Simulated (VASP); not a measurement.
Runs of VASP 6.6.1 on Be2Ga2C3. The structure is that of space group R-3m (No. 166), or close to it. The cells are those of the table. 

```tsv
task	cell	k mesh	cutoff (eV)	gap on the mesh (eV)	pressure (GPa)	relaxed volume (Å³/atom)	largest force (eV/Å)
relaxation of cell and atoms	relaxed from a = 4.914 Å, angles 61.1°, 7 atoms	6 × 6 × 6	600	none	0.0	11.77	0.01
single point	a = 4.521 Å, angles 72.8°, 7 atoms	6 × 6 × 6	520	none	0.5	-	0.03
relaxation of cell and atoms	relaxed from a = 4.521 Å, angles 72.8°, 7 atoms	9 × 9 × 9	600	none	0.0	(a)	-
single point	a = 4.505 Å, angles 72.2°, 7 atoms	9 × 9 × 9	520	none	0.2	-	0.03
```

Alike in all rows: level PBE; potentials or basis VASP PAW PBE potentials, release 64 (Be, Ga_d, C); no spin polarisation; smearing gaussian 0.1 eV.

Task: Fill in the values left out.

Result: (a) 11.52.

A k mesh can miss the band edges, and the runs leave out spin-orbit coupling on Ga.

A gap of «none» marks levels without a gap at the run's occupations.
